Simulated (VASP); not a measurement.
Wanted: the native input for a VASP 6.6.1 run.

| Item | Value |
| --- | --- |
| Task | single point |
| Functional | PBE |
| Potentials or basis | VASP PAW PBE potentials, release 64 (Cd, S) |
| Cutoff | 520 eV |
| k mesh | 6 × 6 × 4 |
| Occupations | gaussian, width 0.01 eV |
| Spin | no spin polarisation |
| Dipole correction | no |
| Further INCAR settings | ALGO = Normal; EDIFF = 1e-07; NBANDS = 26 |

The structure of CdS (Greenockite) lies in POSCAR:

```
CdS
1.0
    4.2792728507      0.0000000000      0.0000000000
   -2.1396364254      3.7059589985      0.0000000000
    0.0000000000      0.0000000000      6.9618261448
Cd S
2 2
Direct
    0.3333333333      0.6666666667     -0.0008015218
    0.6666666667      0.3333333333      0.4991984782
    0.3333333333      0.6666666667      0.3758015218
    0.6666666667      0.3333333333      0.8758015218
```

This cell differs from its parent crystal: volume changed by +6%.

One way to write it, as run:

INCAR

```
PREC = Accurate
ENCUT = 520
EDIFF = 1E-7
ISMEAR = 0
SIGMA = 0.01
LREAL = False
LASPH = True
NELM = 60
ALGO = Normal
ISIF = 2
LWAVE = False
LCHARG = False
GGA = PE
NBANDS = 26
```

KPOINTS

```
Automatic mesh
0
Gamma
  6 6 4
```

Potentials or basis: VASP PAW PBE potentials, release 64 (Cd, S).

The run is started by

```bash
$ cat potpaw_PBE.64/Cd/POTCAR potpaw_PBE.64/S/POTCAR > POTCAR
$ mpirun -np 1 vasp_std > vasp.out
```

It gave:

| Property | Result |
| --- | --- |
| Pressure | -2.5 GPa |
| Band gap on the k mesh | 0.97 eV, direct |

It took 27 s on 1 thread of Intel(R) Xeon(R) 6975P-C (Granite Rapids) (shared host), peak memory 0.24 GiB.
